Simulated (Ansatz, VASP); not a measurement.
## One calculation of TiPd3, two programs

```xyz
4
Lattice="3.8582 0.0000 0.0000 0.0000 3.8582 0.0000 0.0000 0.0000 3.8200" Properties=species:S:1:pos:R:3 pbc="T T T"
Ti    0.0000    0.0000    0.0000
Pd    0.0000    1.9291    1.9100
Pd    1.9291    0.0000    1.9100
Pd    1.9291    1.9291    0.0000
```

Change from the starting cell: equal xx and yy strain of +1 %.

Alike in both runs: task single point; functional LDA; k mesh 11 × 11 × 11; occupations fermi-dirac, width 0.05 eV; no spin polarisation.

|  | VASP | Ansatz |
| --- | --- | --- |
| version | VASP 6.6.1 | Ansatz 0.2.0 |
| potentials or method | VASP PAW LDA potentials, release 64 (Ti_sv, Pd), cutoff 520 eV | all-electron LAPW, scalar-relativistic |

|  | VASP | Ansatz | Ansatz less VASP |
| --- | --- | --- | --- |
| pressure (GPa) | -1.8 | -2.2 | -0.37 |
| traceless stress, the component that is largest in VASP (GPa) | 0.99 | 0.99 | +0.003 |

LDA's correlation is that of Perdew and Zunger in VASP and of Perdew and Wang (1992) in Ansatz. Ansatz ran all-electron here, and VASP with PAW potentials.
